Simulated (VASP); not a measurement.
Wanted: the native input for a VASP 6.6.1 run.

```
Task                   : single point
Functional             : PBE
Potentials or basis    : VASP PAW PBE potentials, release 64 (Cu, O)
Cutoff                 : 520 eV
k mesh                 : 5 × 5 × 3
Occupations            : fermi-dirac, width 0.05 eV
Spin                   : no spin polarisation
Dipole correction      : no
Further INCAR settings : ALGO = Normal; EDIFF = 1e-06; NBANDS = 25
```

The structure of CuO lies in POSCAR:

```
CuO
1.0
    3.2880244300      0.0000000000      0.0000000000
   -1.6440122100      2.8475126800      0.0000000000
    0.0000000000      0.0000000000      5.3850248600
Cu O
2 2
Direct
    0.6666666667      0.3333333333      0.0000000000
    0.3333333333      0.6666666667      0.5000000000
    0.6666666667      0.3333333333      0.6252000000
    0.3333333333      0.6666666667      0.1252000000
```

These files were run (other wordings do the same):

INCAR

```
PREC     = Accurate       # precision mode
ENCUT    = 520            # plane-wave cutoff, eV
EDIFF    = 1E-6           # SCF threshold, eV
ISMEAR   = -1             # smearing method
SIGMA    = 0.05           # smearing width, eV
LREAL    = False          # projectors in reciprocal space
LASPH    = True           # aspherical terms in the spheres
NELM     = 80             # most SCF steps
ALGO     = Normal         # electronic algorithm
ISIF     = 2              # what is computed and relaxed
LWAVE    = False          # write WAVECAR
LCHARG   = False          # write CHGCAR
GGA      = PE             # functional
NBANDS   = 25             # bands
```

KPOINTS

```
regular mesh
0
Gamma
  5 5 3
```

Potentials or basis: VASP PAW PBE potentials, release 64 (Cu, O).

Run with:

```bash
$ cat potpaw_PBE.64/Cu/POTCAR potpaw_PBE.64/O/POTCAR > POTCAR
$ mpirun -np 1 vasp_std > vasp.out
```

It gave:

```yaml
Pressure: -8.5 GPa
Largest_force: 0.061 eV/Å
Band_gap_on_the_k_mesh: zero (band 17 reaches 3.81 eV, above the bottom of band 18 at 2.82 eV)
```

Caveat: the k points lie up to 0.44 Å⁻¹ apart; semilocal functionals often make such compounds metallic where correlation or magnetic order opens a gap, which also shifts bond lengths.

It took 11 s on 1 thread of Intel(R) Xeon(R) 6975P-C (Granite Rapids), on a shared host, peak memory 0.15 GiB.
